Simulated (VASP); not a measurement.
# Zn8S7O (a cell with a defect) in VASP: relaxation of the atoms with PBE

Aim: the relaxation of the atoms of Zn8S7O (a cell with a defect) with PBE.

Program: VASP 6.6.1. These are calculated values, not measurements. Logs are shortened: lines on timing, memory, paths and dates and some standing lists are left out, and cuts for length are marked.

## (1) The cell of the first run

The cell holds a defect, 16 atoms: a = 7.622 Å, b = 7.622 Å, c = 6.234 Å, α = 90.00°, β = 90.00°, γ = 120.00°.

## (2) Relaxation of the atoms, PBE

The input, INCAR:

```
  PREC = Accurate
  ENCUT = 520
  EDIFF = 1E-7
  ISMEAR = 0
  SIGMA = 0.02
  LREAL = F
  LASPH = T
  NELM = 120
  ALGO = Normal
  ISIF = 2
  LWAVE = F
  LCHARG = F
  GGA = PE
  IBRION = 2
  NSW = 60
  EDIFFG = -0.05
  NELECT = 143.0
  GGA_COMPAT = F
  NELMIN = 4
  KPAR = 4
```

The input, KPOINTS:

```
regular mesh
0
Gamma
  3 3 2
```

The input, POSCAR:

```
Zn8S7O
1.0
    7.6219999956      0.0000000000      0.0000000000
   -3.8109999978      6.6008456238      0.0000000000
    0.0000000000      0.0000000000      6.2340000000
Zn S O
8 7 1
Direct
    0.1666666667      0.3333333333      0.0000000000
    0.3333333333      0.1666666667      0.5000000000
    0.1666666667      0.8333333333      0.0000000000
    0.3333333333      0.6666666667      0.5000000000
    0.6666666667      0.3333333333      0.0000000000
    0.8333333333      0.1666666667      0.5000000000
    0.6666666667      0.8333333333      0.0000000000
    0.8333333333      0.6666666667      0.5000000000
    0.1666666667      0.3333333333      0.3850000000
    0.1666666667      0.8333333333      0.3850000000
    0.3333333333      0.6666666667      0.8850000000
    0.6666666667      0.3333333333      0.3850000000
    0.8333333333      0.1666666667      0.8850000000
    0.6666666667      0.8333333333      0.3850000000
    0.8333333333      0.6666666667      0.8850000000
    0.3333333333      0.1666666667      0.8850000000
```

Potentials or basis: VASP PAW PBE potentials, release 64 (Zn, S, O).

On the command line:

```bash
$ cat potpaw_PBE.64/Zn/POTCAR potpaw_PBE.64/S/POTCAR potpaw_PBE.64/O/POTCAR > POTCAR
$ mpirun -np 4 vasp_std > vasp.out
```

OUTCAR:

```text
PREC = Accurate
   ENCUT = 520
   EDIFF = 1E-7
   ISMEAR = 0
   LREAL = F
   LASPH = T
   NELM = 120
   ISIF = 2
   GGA = PE
   IBRION = 2
   NSW = 60
   EDIFFG = -0.05
   NELECT = 143.0
   NELMIN = 4

 ion  position               nearest neighbor table
   1  0.167  0.333  0.000-  16 2.31  11 2.31  13 2.31   9 2.40
   2  0.333  0.167  0.500-   9 2.31  10 2.31  12 2.31  16 2.40
   3  0.167  0.833  0.000-  11 2.31  16 2.31  15 2.31  10 2.40
   4  0.333  0.667  0.500-  10 2.31   9 2.31  14 2.31  11 2.40
   5  0.667  0.333  0.000-  13 2.31  15 2.31  16 2.31  12 2.40
   6  0.833  0.167  0.500-  12 2.31  14 2.31   9 2.31  13 2.40
[... 8 lines left out ...]
  15  0.833  0.667  0.885-   7 2.31   5 2.31   3 2.31   8 2.40
  16  0.333  0.167  0.885-   1 2.31   3 2.31   5 2.31   2 2.40

  LATTYP: Found a hexagonal cell.
 ALAT       =     7.6219999956
 C/A-ratio  =     0.8178955659

  Lattice vectors:

 A1 = (   7.6219999956,   0.0000000000,   0.0000000000)
 A2 = (  -3.8109999978,   6.6008456238,   0.0000000000)
 A3 = (   0.0000000000,   0.0000000000,   6.2340000000)

Analysis of symmetry for initial positions (statically):
=====================================================================
 Subroutine PRICEL returns:
 Original cell was already a primitive cell.

 Routine SETGRP: Setting up the symmetry group for a
 hexagonal supercell.

 Subroutine GETGRP returns: Found  6 space group operations
 (whereof  2 operations were pure point group operations)
 out of a pool of 24 trial point group operations.

The static configuration has the point symmetry C_1h.
 The point group associated with its full space group is C_3v.

Analysis of symmetry for dynamics (positions and initial velocities):
=====================================================================
 Subroutine PRICEL returns:
 Original cell was already a primitive cell.

 Routine SETGRP: Setting up the symmetry group for a
 hexagonal supercell.

 Subroutine GETGRP returns: Found  6 space group operations
 (whereof  2 operations were pure point group operations)
 out of a pool of 24 trial point group operations.

The dynamic configuration has the point symmetry C_1h.
 The point group associated with its full space group is C_3v.

 Subroutine INISYM returns: Found  6 space group operations
 (whereof  2 operations are pure point group operations),
[... 124 lines left out ...]
     AMIX     =   0.40;   BMIX     =  1.00
     AMIX_MAG =   1.60;   BMIX_MAG =  1.00
  volume/ion in A,a.u.               =      19.60       132.29
  Fermi-wavevector in a.u.,A,eV,Ry     =   1.260013  2.381080 21.601060  1.587633
  Thomas-Fermi vector in A             =   2.393544
   LORBIT       =      0    0 simple, 1 ext, 2 COOP (PROOUT), +10 PAW based schemes
   GGA     = PE    functional components
   LHFCALC =     F    Hartree Fock is set to
   AEXX    =    0.0000 exact exchange contribution
   IVDW    =     0    specifies the selected vdW correction
   LEPSILON=     F    determine dielectric tensor
   LRPA    =     F    only Hartree local field effects (RPA)
 conjugate gradient relaxation of ions
 non-spin polarized calculation
 Gauss-broadening in eV      SIGMA  =   0.02
  energy-cutoff  :      520.00
  volume of cell :      313.64
 maximum number of plane-waves:      8484
 NGX is ok and might be reduce to    60
   NGX = 29   NGY = 29   NGZ = 23

--------------------------------------- Ionic step        1  -------------------------------------------

 number of electron     143.0000003 magnetization

 Free energy of the ion-electron system (eV)
  ---------------------------------------------------
  ext. energy  EPLUGINS =         0.00000000
  ---------------------------------------------------
  free energy    TOTEN  =       -56.87737474 eV

  energy without entropy =      -56.87028479  energy(sigma->0) =      -56.87382977

------------------------ aborting loop because EDIFF is reached ----------------------------------------

  FORCE on cell =-STRESS in cart. coord.  units (eV):
  Direction    XX          YY          ZZ          XY          YZ          ZX
  --------------------------------------------------------------------------------------
  -------------------------------------------------------------------------------------
  Total       -8.3706705     -8.3706705    -12.1806053     -0.0000000      0.0000000      0.0000000
  in kB      -42.7597848    -42.7597848    -62.2220244     -0.0000000      0.0000000      0.0000000
  external PRESSURE =     -49.2471980 kB  Pullay stress =       0.0000000 kB
[... 131 lines left out ...]
  FREE ENERGIE OF THE ION-ELECTRON SYSTEM (eV)
  ---------------------------------------------------
  free  energy   TOTEN  =       -57.6482893241 eV

  energy  without entropy=      -57.6482892065  energy(sigma->0) =      -57.64828927

[... ionic steps 4 to 9 ...]

--------------------------------------- Ionic step       10  -------------------------------------------

 number of electron     143.0000072 magnetization

------------------------ aborting loop because EDIFF is reached ----------------------------------------
[... 95 lines left out ...]
--------------------------------------- Ionic step       12  -------------------------------------------

 number of electron     143.0000061 magnetization

 Free energy of the ion-electron system (eV)
  ---------------------------------------------------
  ext. energy  EPLUGINS =         0.00000000
  ---------------------------------------------------
  free energy    TOTEN  =       -57.76566846 eV

  energy without entropy =      -57.76566779  energy(sigma->0) =      -57.76566812

 E-fermi :   1.3836     XC(G=0):  -9.4779

 val. band max:        1.3260285944   @ k =   0.0000   0.0000   0.5000
 cond. band min:       1.4440069784   @ k =   0.0000   0.0000   0.0000
 fundamental gap:      0.1179783840
 Fermi energy:         1.3835507589

 k-point     1 :       0.0000    0.0000    0.0000
  band No.  band energies     occupation
      1     -15.6937      2.00000
      2     -11.1832      2.00000
      3     -10.3824      2.00000
      4     -10.3752      2.00000
      5     -10.3752      2.00000
      6     -10.2858      2.00000
[... 505 lines left out ...]
     82       7.2189      0.00000
     83       7.4168      0.00000
 [bands above 83 left out]

------------------------ aborting loop because EDIFF is reached ----------------------------------------

  FORCE on cell =-STRESS in cart. coord.  units (eV):
  Direction    XX          YY          ZZ          XY          YZ          ZX
  --------------------------------------------------------------------------------------
  -------------------------------------------------------------------------------------
  Total      -12.5928633    -12.5928633    -11.4162413      0.0000000      0.0000000     -0.0000000
  in kB      -64.3279560    -64.3279560    -58.3174337      0.0000000      0.0000000     -0.0000000
  external PRESSURE =     -62.3244486 kB  Pullay stress =       0.0000000 kB
[... 31 lines left out ...]
  FREE ENERGIE OF THE ION-ELECTRON SYSTEM (eV)
  ---------------------------------------------------
  free  energy   TOTEN  =       -57.7656684552 eV

  energy  without entropy=      -57.7656677944  energy(sigma->0) =      -57.76566812

 reached required accuracy - stopping structural energy minimisation
```

Wall time 21 min (4 MPI ranks of AMD EPYC 7R43 (Zen 3), shared host); peak memory 0.48 GiB.

Results:

| Quantity | Value |
| --- | --- |
| Free energy | -57.7657 eV |
| Energy gained by relaxing | 55.5 meV/atom |
| Ionic steps | 12 |
| Largest force after relaxing | 0.026 eV/Å |

Forces in eV/Å, atoms in the order of the input:
```
Zn   0.014 -0.008  0.007
Zn   0.000  0.000  0.020
Zn   0.000  0.017  0.007
Zn   0.017  0.010 -0.018
Zn  -0.014 -0.008  0.007
Zn   0.000 -0.019 -0.018
Zn   0.000  0.000 -0.010
Zn  -0.017  0.010 -0.018
S    0.012 -0.007  0.015
S    0.000  0.014  0.015
S   -0.011 -0.006 -0.002
S   -0.012 -0.007  0.015
S    0.000  0.013 -0.002
S    0.000  0.000 -0.005
S    0.011 -0.006 -0.002
O    0.000  0.000 -0.013
```

Step by step:
| step | energy change (eV) | largest force (eV/Å) | pressure (GPa) |
| --- | --- | --- | --- |
| 1 | 0.0000 | 1.3300 | -4.92 |
| 2 | -0.3420 | 1.0855 | -5.46 |
| 3 | -0.7709 | 0.5287 | -5.88 |
| 4 | -0.7838 | 0.4284 | -5.95 |
| 5 | -0.7853 | 0.4284 | -5.94 |
| 6 | -0.8501 | 0.2344 | -6.10 |
| 7 | -0.8608 | 0.2138 | -6.17 |
| 8 | -0.8775 | 0.1233 | -6.22 |
| 9 | -0.8801 | 0.1268 | -6.23 |
| 10 | -0.8841 | 0.1010 | -6.23 |
| 11 | -0.8862 | 0.0664 | -6.23 |
| 12 | -0.8883 | 0.0261 | -6.23 |

Final structure:
```yaml
crystal:
  lattice:
    - [7.62200, 0.00000, 0.00000]
    - [-3.81100, 6.60085, 0.00000]
    - [0.00000, 0.00000, 6.23400]
  atoms:
    - { symbol: Zn, position: [0.18362, 0.31638, 0.99610] }
    - { symbol: Zn, position: [0.33333, 0.16667, 0.55432] }
    - { symbol: Zn, position: [0.18362, 0.86725, 0.99610] }
    - { symbol: Zn, position: [0.32952, 0.66476, 0.50225] }
    - { symbol: Zn, position: [0.63275, 0.31638, 0.99610] }
    - { symbol: Zn, position: [0.83524, 0.17048, 0.50225] }
    - { symbol: Zn, position: [0.66667, 0.83333, 0.99978] }
    - { symbol: Zn, position: [0.83524, 0.66476, 0.50225] }
    - { symbol: S, position: [0.17253, 0.32747, 0.37912] }
    - { symbol: S, position: [0.17253, 0.84506, 0.37912] }
    - { symbol: S, position: [0.33022, 0.66511, 0.87804] }
    - { symbol: S, position: [0.65494, 0.32747, 0.37912] }
    - { symbol: S, position: [0.83489, 0.16978, 0.87804] }
    - { symbol: S, position: [0.66667, 0.83333, 0.37464] }
    - { symbol: S, position: [0.83489, 0.66511, 0.87804] }
    - { symbol: O, position: [0.33333, 0.16667, 0.88471] }
```

Levels at points of the mesh, in eV from the Fermi level:
| k point | band 70 | band 71 | band 72 | band 73 | band 74 | band 75 |
| --- | --- | --- | --- | --- | --- | --- |
| (0.00, 0.00, 0.00) | 0.06 | 0.24 | 0.24 | 1.61 | 3.43 | 4.17 |
| (0.00, 0.00, 0.50) | -0.29 | -0.06 | -0.06 | 2.61 | 3.91 | 3.97 |

Caveat: the k points lie up to 0.50 Å⁻¹ apart, too coarse for converged energies and pressures of a metal; the cell carries a net charge on a neutralising background, which shifts energy and pressure; the cell is charged against a uniform background, so pressure and absolute levels hang on convention; an odd number of electrons without spin polarisation forces a metal; a magnetic or distorted state may lie lower; the relaxation stopped at a loose force limit of 0.05 eV/Å, so its end isn't a converged minimum.
